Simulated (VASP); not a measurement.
**BiSe3: single point with PBE**

The system is BiSe3.

```
Bi Se
1.0
     0.00000    3.59865    3.59865
     3.59865    0.00000    3.59865
     3.59865    3.59865    0.00000
Bi Se
1 3
Direct
  0.50000 0.50000 0.50000
  0.25000 0.25000 0.25000
  0.75000 0.75000 0.75000
  0.00000 0.00000 0.00000
```

The cell was built from a structure type or drawn by symmetry, and may not be a known phase.

```json
{
  "Program": "VASP 6.6.1",
  "Task": "single point",
  "Functional": "PBE",
  "Potentials or basis": "VASP PAW PBE potentials, release 64 (Bi_d, Se)",
  "Cutoff": "520 eV",
  "k mesh": "12 × 12 × 12",
  "Occupations": "gaussian, width 0.1 eV",
  "Spin": "no spin polarisation"
}
```

The pressure is 0.0 GPa and the band gap on the k mesh is zero (an odd number of electrons rules out a gap without spin polarisation).

Levels at points of the mesh, in eV from the Fermi level:
| k point | band 14 | band 15 | band 16 | band 17 | band 18 | band 19 |
| --- | --- | --- | --- | --- | --- | --- |
| (0.00, 0.00, 0.00) | -3.17 | -3.17 | -2.35 | -2.35 | -2.35 | 3.67 |
| (0.50, 0.00, 0.00) | -2.58 | -2.50 | 0.29 | 0.29 | 0.86 | 1.86 |
| (0.50, 0.50, 0.00) | -0.74 | -0.74 | -0.27 | 0.01 | 0.01 | 1.86 |

It took 3.1 min on 1 thread of Intel Xeon 6455B (shared host), peak memory 0.33 GiB.

Caveat: spin-orbit coupling is left out, which moves the levels of the heavy elements.
